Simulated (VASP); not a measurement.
Ru:

```
Ru
1.0
    -1.50203    1.50203    1.50203
     1.50203   -1.50203    1.50203
     1.50203    1.50203   -1.50203
Ru
1
Direct
  0.00000 0.00000 0.00000
```

```yaml
Program: VASP 6.6.1
Task: relaxation of cell and atoms
Functional: BLYP
Potentials_or_basis: VASP PAW PBE potentials, release 64 (Ru_pv)
Cutoff: 600 eV
k_mesh: 15 × 15 × 15
Occupations: fermi-dirac, width 0.1 eV
Spin: no spin polarisation
```

At the start: pressure 30.8 GPa; volume 13.55 Å³/atom.

Question: Where does the relaxation end?

Answer: Over 5 steps the energy falls by 125.6 meV/atom and the volume is 14.99 Å³/atom (+10.6 %); space group Im-3m (No. 229, to 0.05 Å).

The path:
| step | energy change (eV) | largest force (eV/Å) | pressure (GPa) | volume (Å³) |
| --- | --- | --- | --- | --- |
| 1 | 0.0000 | 0.0000 | 30.84 | 13.55 |
| 2 | 0.4272 | 0.0000 | -31.29 | 19.34 |
| 3 | -0.1245 | 0.0000 | -2.36 | 15.15 |
| 4 | -0.1256 | 0.0000 | -0.37 | 15.02 |
| 5 | -0.1256 | 0.0000 | 0.10 | 14.99 |

Final structure:
```
CELL_PARAMETERS angstrom
-1.55331 1.55331 1.55331
1.55331 -1.55331 1.55331
1.55331 1.55331 -1.55331
ATOMIC_POSITIONS crystal
Ru 0.00000 0.00000 0.00000
```

Caveat: the PAW data sets were made with another functional, which shifts forces and pressure a little.
